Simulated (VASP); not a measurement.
# Ag (Fd-3m) in VASP: single point with r2SCAN

Aim: the single point of Ag with r2SCAN.

Program: VASP 6.6.1. These are calculated values, not measurements. Logs are shortened: lines on timing, memory, paths and dates and some standing lists are left out, and cuts for length are marked.

## Step 1: The cell of the first run

The structure is cubic, space group Fd-3m (No. 227). The conventional cell has a = 6.096 Å, b = 6.096 Å, c = 6.096 Å, α = 90.00°, β = 90.00°, γ = 90.00°. Ag (site symmetry -43m) has 4 Ag at 2.64 Å within 3.5 Å.

## Step 2: Single point, r2SCAN

POSCAR reads:

```
Ag
1.0
    0.0000000000      3.0478532732      3.0478532732
    3.0478532732      0.0000000000      3.0478532732
    3.0478532732      3.0478532732      0.0000000000
Ag
2
Direct
    0.0000000000      0.0000000000      0.0000000000
    0.2500000000      0.2500000000      0.2500000000
```

INCAR.step1 reads:

```
PREC = Accurate
ENCUT = 520
ISMEAR = 0
SIGMA = 0.1
LREAL = F
LASPH = T
NELM = 60
NBANDS = 18
GGA = PE
ALGO = Normal
EDIFF = 1E-4
LWAVE = T
LCHARG = F
```

INCAR.step2 reads:

```
PREC = Accurate
ENCUT = 520
EDIFF = 1E-7
ISMEAR = 0
SIGMA = 0.1
LREAL = F
LASPH = T
NELM = 60
ALGO = Normal
ISIF = 2
LWAVE = F
LCHARG = F
METAGGA = R2SCAN
LMIXTAU = T
NBANDS = 18
ISTART = 1
```

KPOINTS reads:

```
Automatic mesh
0
Gamma
  16 16 16
```

Potentials or basis: VASP PAW PBE potentials, release 64 (Ag).

Launch:

```console
$ cat potpaw_PBE.64/Ag/POTCAR > POTCAR
$ cp INCAR.step1 INCAR
$ mpirun -np 1 vasp_std > vasp.out
$ cp INCAR.step2 INCAR
$ mpirun -np 1 vasp_std > vasp.out
```

OUTCAR:

```text
PREC = Accurate
   ENCUT = 520
   EDIFF = 1E-7
   ISMEAR = 0
   LREAL = F
   LASPH = T
   NELM = 60
   ISIF = 2
   METAGGA = R2SCAN
   ISTART = 1

 ion  position               nearest neighbor table
   1  0.000  0.000  0.000-   2 2.64   2 2.64   2 2.64   2 2.64
   2  0.250  0.250  0.250-   1 2.64   1 2.64   1 2.64   1 2.64

  LATTYP: Found a face centered cubic cell.
 ALAT       =     6.0957065464

  Lattice vectors:

 A1 = (   0.0000000000,   3.0478532732,   3.0478532732)
 A2 = (   3.0478532732,   0.0000000000,   3.0478532732)
 A3 = (   3.0478532732,   3.0478532732,   0.0000000000)

Analysis of symmetry for initial positions (statically):
=====================================================================
 Subroutine PRICEL returns:
 Original cell was already a primitive cell.

 Routine SETGRP: Setting up the symmetry group for a
 face centered cubic supercell.

 Subroutine GETGRP returns: Found 48 space group operations
 (whereof 24 operations were pure point group operations)
 out of a pool of 48 trial point group operations.

The static configuration has the point symmetry T_d .
 The point group associated with its full space group is O_h .

Analysis of symmetry for dynamics (positions and initial velocities):
=====================================================================
 Subroutine PRICEL returns:
 Original cell was already a primitive cell.

 Routine SETGRP: Setting up the symmetry group for a
 face centered cubic supercell.

 Subroutine GETGRP returns: Found 48 space group operations
 (whereof 24 operations were pure point group operations)
 out of a pool of 48 trial point group operations.

The dynamic configuration has the point symmetry T_d .
 The point group associated with its full space group is O_h .

 Subroutine INISYM returns: Found 48 space group operations
 (whereof 24 operations are pure point group operations),
 and found     1 'primitive' translations

----------------------------------------------------------------------------------------

                                     Primitive cell

  volume of cell :      56.6255

  direct lattice vectors                    reciprocal lattice vectors
     0.000000000  3.047853273  3.047853273    -0.164049892  0.164049892  0.164049892
     3.047853273  0.000000000  3.047853273     0.164049892 -0.164049892  0.164049892
     3.047853273  3.047853273  0.000000000     0.164049892  0.164049892 -0.164049892

  length of vectors
     4.310315435  4.310315435  4.310315435     0.284142748  0.284142748  0.284142748

  position of ions in fractional coordinates (direct lattice)
     0.000000000  0.000000000  0.000000000
     0.250000000  0.250000000  0.250000000

  ion indices of the primitive-cell ions
   primitive index   ion index
                 1           1
                 2           2

----------------------------------------------------------------------------------------

 KPOINTS: Automatic mesh

Automatic generation of k-mesh.
 Grid dimensions read from file:
 generate k-points for:   16   16   16

 Generating k-lattice:

  Cartesian coordinates                     Fractional coordinates (reciprocal lattice)
    -0.010253118  0.010253118  0.010253118     0.062500000  0.000000000  0.000000000
     0.010253118 -0.010253118  0.010253118     0.000000000  0.062500000  0.000000000
     0.010253118  0.010253118 -0.010253118     0.000000000  0.000000000  0.062500000

  Length of vectors
     0.017758922  0.017758922  0.017758922

  Shift w.r.t. Gamma in fractional coordinates (k-lattice)
     0.000000000  0.000000000  0.000000000

 Subroutine IBZKPT returns following result:
 ===========================================

 Found    145 irreducible k-points:

 Following reciprocal coordinates:
            Coordinates               Weight
  0.000000  0.000000  0.000000      1.000000
  0.062500  0.000000  0.000000      8.000000
  0.125000  0.000000  0.000000      8.000000
  0.187500  0.000000  0.000000      8.000000
  0.250000  0.000000  0.000000      8.000000
  0.312500  0.000000  0.000000      8.000000
[... 16 lines left out ...]
 -0.125000  0.062500  0.000000     24.000000
 -0.062500  0.062500  0.000000     12.000000
 [... further k-points ...]
   k-points           NKPTS =    145   k-points in BZ     NKDIM =    145   number of bands    NBANDS=     18
   number of dos      NEDOS =    301   number of ions     NIONS =      2
   total plane-waves  NPLWV =  32768
   dimension x,y,z NGX =    32 NGY =   32 NGZ =   32
   dimension x,y,z NGXF=    64 NGYF=   64 NGZF=   64
   ions per type =               2
   NGX,Y,Z   is equivalent  to a cutoff of  12.34, 12.34, 12.34 a.u.
   NGXF,Y,Z  is equivalent  to a cutoff of  24.68, 24.68, 24.68 a.u.
 SYSTEM =  unknown system
   PREC   = accura    normal or accurate (medium, high low for compatibility)
   ISTART =      1    job   : 0-new  1-cont  2-samecut
   ICHARG =      0    charge: 1-file 2-atom 10-const
   ISPIN  =      1    spin polarized calculation?
   LNONCOLLINEAR =      F non collinear calculations
   LSORBIT =      F    spin-orbit coupling
   LASPH  =      T    aspherical Exc in radial PAW
   ENCUT  =  520.0 eV  38.22 Ry    6.18 a.u.   8.01  8.01  8.01*2*pi/ulx,y,z
   NELM   =     60;   NELMIN=  2; NELMDL=  0     # of ELM steps
   EDIFF  = 0.1E-06   stopping-criterion for ELM
   LREAL  =      F    real-space projection
   EDIFFG = 0.1E-05   stopping-criterion for IOM
   NSW    =      0    number of steps for IOM
   IBRION =     -1    ionic relax: 0-MD 1-quasi-New 2-CG
   NFREE  =      0    steps in history (QN), initial steepest desc. (CG)
   ISIF   =      2    stress and relaxation
   ISYM   =      2    0-nonsym 1-usesym 2-fastsym
   POTIM  = 0.5000    time-step for ionic-motion
   TEBEG  =    0.0;   TEEND  =   0.0 temperature during run
   PSTRESS=    0.0 pullay stress
   NELECT =      22.0000    total number of electrons
   NUPDOWN=      -1.0000    fix difference up-down
   EMIN   =  10.00;   EMAX   =-10.00  energy-range for DOS
   EFERMI =   0.00;   METHOD = LEGACY
   ISMEAR =     0;   SIGMA  =   0.10  broadening in eV -4-tet -1-fermi 0-gaus
   EFERMI_NEDOS =   21; number of points for ismear=-14 and -15
   IALGO  =     38    algorithm
   IMIX   =      4    mixing-type and parameters
     AMIX     =   0.40;   BMIX     =  1.00
     AMIX_MAG =   1.60;   BMIX_MAG =  1.00
  volume/ion in A,a.u.               =      28.31       191.06
  Fermi-wavevector in a.u.,A,eV,Ry     =   1.194570  2.257410 19.415485  1.426998
  Thomas-Fermi vector in A             =   2.330557
   LORBIT       =      0    0 simple, 1 ext, 2 COOP (PROOUT), +10 PAW based schemes
   METAGGA = R2SCAN    functional components
   LHFCALC =     F    Hartree Fock is set to
   AEXX    =    0.0000 exact exchange contribution
   IVDW    =     0    specifies the selected vdW correction
   LEPSILON=     F    determine dielectric tensor
   LRPA    =     F    only Hartree local field effects (RPA)
 non-spin polarized calculation
 Gauss-broadening in eV      SIGMA  =   0.10
  energy-cutoff  :      520.00
  volume of cell :       56.63
 maximum number of plane-waves:      1546
   NGX = 17   NGY = 17   NGZ = 17

 number of electron      22.0000002 magnetization

 Free energy of the ion-electron system (eV)
  ---------------------------------------------------
  ext. energy  EPLUGINS =         0.00000000
  ---------------------------------------------------
  free energy    TOTEN  =       -40.97617943 eV

  energy without entropy =      -40.97375717  energy(sigma->0) =      -40.97496830

 E-fermi :   3.0421     XC(G=0):  -9.6396

 val. band max:        2.9832284438   @ k =  -0.3750   0.4375   0.1250
 cond. band min:       3.0684353881   @ k =   0.5000   0.1250   0.0000
 fundamental gap:      0.0852069443
 Fermi energy:         3.0420544304

 k-point     1 :       0.0000    0.0000    0.0000
  band No.  band energies     occupation
      1      -1.9450      2.00000
      2      -1.9028      2.00000
      3      -1.9028      2.00000
      4      -1.8848      2.00000
      5      -1.8848      2.00000
      6      -1.8848      2.00000
[... 10 lines left out ...]
     17      12.8451      0.00000
     18      13.4319      0.00000

 k-point     2 :       0.0625    0.0000    0.0000
  band No.  band energies     occupation
      1      -1.9619      2.00000
      2      -1.9619      2.00000
      3      -1.9043      2.00000
      4      -1.8786      2.00000
      5      -1.8157      2.00000
      6      -1.8157      2.00000
[... 10 lines left out ...]
     17      13.2349      0.00000
     18      13.7547      0.00000

 k-point     3 :       0.1250    0.0000    0.0000
  band No.  band energies     occupation
      1      -2.0125      2.00000
      2      -2.0125      2.00000
      3      -1.8924      2.00000
      4      -1.7571      2.00000
      5      -1.7383      2.00000
      6      -1.7383      2.00000
[... 10 lines left out ...]
     17      13.7748      0.00000
     18      14.1734      0.00000

 k-point     4 :       0.1875    0.0000    0.0000
  band No.  band energies     occupation
      1      -2.0430      2.00000
      2      -2.0430      2.00000
      3      -1.8940      2.00000
      4      -1.6736      2.00000
      5      -1.6736      2.00000
      6      -1.5658      2.00000
[... 375 lines left out ...]
      4      -1.6948      2.00000
      5      -1.5918      2.00000
      6      -1.4740      2.00000
[... 10 lines left out ...]
     17      13.7720      0.00000
     18      14.5344      0.00000

 k-point    23 :      -0.1250    0.0625    0.0000
  band No.  band energies     occupation
      1      -2.0740      2.00000
      2      -1.9745      2.00000
      3      -1.9048      2.00000
      4      -1.7420      2.00000
      5      -1.6630      2.00000
      6      -1.6569      2.00000
[... 10 lines left out ...]
     17      13.8504      0.00000
     18      14.1974      0.00000

 k-point    24 :      -0.0625    0.0625    0.0000
  band No.  band energies     occupation
      1      -2.0269      2.00000
      2      -1.9529      2.00000
      3      -1.8989      2.00000
      4      -1.8178      2.00000
      5      -1.7975      2.00000
      6      -1.7361      2.00000
[... 10 lines left out ...]
     17      13.3010      0.00000
     18      14.3769      0.00000

 [... further k-points ...]
[... 5 lines left out ...]
  --------------------------------------------------------------------------------------
  -------------------------------------------------------------------------------------
  Total        0.0190081      0.0190081      0.0190081      0.0000000      0.0000000      0.0000000
  in kB        0.5378194      0.5378194      0.5378194      0.0000000      0.0000000      0.0000000
  external PRESSURE =       0.5378194 kB  Pullay stress =       0.0000000 kB

 VOLUME and BASIS-vectors are now :
 -----------------------------------------------------------------------------
  energy-cutoff  :      520.00
  volume of cell :       56.63
      direct lattice vectors                 reciprocal lattice vectors
     0.000000000  3.047853273  3.047853273    -0.164049892  0.164049892  0.164049892
     3.047853273  0.000000000  3.047853273     0.164049892 -0.164049892  0.164049892
     3.047853273  3.047853273  0.000000000     0.164049892  0.164049892 -0.164049892

 POSITION                                       TOTAL-FORCE (eV/Angst)
 -----------------------------------------------------------------------------------
      0.00000      0.00000      0.00000        -0.000000     -0.000000      0.000000
      1.52393      1.52393      1.52393         0.000000      0.000000     -0.000000
 -----------------------------------------------------------------------------------
    total drift:                               -0.000000      0.000000      0.000000

  FREE ENERGIE OF THE ION-ELECTRON SYSTEM (eV)
  ---------------------------------------------------
  free  energy   TOTEN  =       -40.9761794271 eV

  energy  without entropy=      -40.9737571734  energy(sigma->0) =      -40.97496830
```

Run time: 7.2 min. Hardware: 1 thread of Intel Xeon 8259CL, shared host; peak memory 0.27 GiB.

What came out:

```yaml
Free_energy: -40.9762 eV
Pressure: 0.1 GPa
Band_gap_on_the_k_mesh: zero (band 11 reaches 3.59 eV, above the bottom of band 12 at 2.37 eV)
```

Caveat: the PAW data sets were made with another functional, which shifts forces and pressure a little.
